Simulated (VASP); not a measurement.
Set up this calculation in VASP 6.6.1, as the native input.

```yaml
Task: single point
Functional: PBE
Potentials_or_basis: VASP PAW PBE potentials, release 64 (Ta_pv, Si, Ge_d)
Cutoff: 520 eV
k_mesh: 6 × 6 × 2
Occupations: gaussian, width 0.1 eV
Spin: no spin polarisation
Dipole_correction: no
Further_INCAR_settings: ALGO = Normal; EDIFF = 1e-06; NBANDS = 30
```

The structure of Ta2Si2Ge lies in POSCAR:

```
Ta2Si2Ge
1.0
    2.9769281356     -0.0062940261      0.0009175879
    1.2535669031      2.7147065451      0.0122619266
    1.1919099338      0.7127247837     10.3913564993
Ta Si Ge
2 2 1
Direct
    0.4124559108      0.5133192318      0.7023222831
    0.5267003558      0.6266174131      0.2975979113
    0.9298143589      0.0294097308      0.1123354948
    1.0096530800      0.1108803645      0.8883367674
    0.1213762944      0.2197732598      0.4994075434
```

These files were run (other wordings do the same):

INCAR

```
SYSTEM = Ta2Si2Ge
PREC = Accurate
ENCUT = 520
EDIFF = 1E-6
ISMEAR = 0
SIGMA = 0.1
LREAL = .False.
LASPH = .True.
NELM = 60
ALGO = Normal
ISIF = 2
LWAVE = .False.
LCHARG = .False.
GGA = PE
NBANDS = 30
```

KPOINTS

```
regular mesh
0
Gamma
  6 6 2
  0 0 0
```

Potentials or basis: VASP PAW PBE potentials, release 64 (Ta_pv, Si, Ge_d).

Launch:

```bash
$ cat potpaw_PBE.64/Ta_pv/POTCAR potpaw_PBE.64/Si/POTCAR potpaw_PBE.64/Ge_d/POTCAR > POTCAR
$ mpirun -np 1 vasp_std > vasp.out
```

Results of the run:

| Item | Value |
| --- | --- |
| Pressure | 0.1 GPa |
| Largest force | 0.025 eV/Å |
| Band gap on the k mesh | zero (bands 22 and 23 overlap by 1.95 eV) |

Caveat: the k points lie up to 0.39 Å⁻¹ apart, too coarse for converged energies and pressures of a metal; spin-orbit coupling is left out, which moves the levels of the heavy elements.

Wall time 43 s on 1 thread of Intel(R) Xeon(R) 6975P-C (Granite Rapids), on a shared host, peak memory 0.26 GiB.
